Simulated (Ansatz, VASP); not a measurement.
# One calculation of ZnO, two programs

```
Zn O
1.0
     3.24931    0.00000    0.00000
    -1.62465    2.81398    0.00000
     0.00000    0.00000    5.20571
Zn O
2 2
Direct
  0.33333 0.66667 0.50000
  0.66667 0.33333 0.00000
  0.66667 0.33333 0.37901
  0.33333 0.66667 0.87901
```

Alike in both runs: task single point; functional revPBE; k mesh 5 × 5 × 3; occupations gaussian, width 0.02 eV; no spin polarisation.

```csv
,VASP,Ansatz
version,VASP 6.6.1,Ansatz 0.2.0
potentials or method,"VASP PAW PBE potentials, release 64 (Zn, O), cutoff 600 eV","plane waves, PAW"
valence electrons in the cell,36,36
```

|  | VASP | Ansatz | Ansatz less VASP |
| --- | --- | --- | --- |
| gap on the k mesh at the Fermi level (eV) | 0.85 | 0.87 | +0.021 |

VASP's potentials were made for PBE, not for revPBE.

The k mesh is coarse, so the values compare programs but aren't converged.
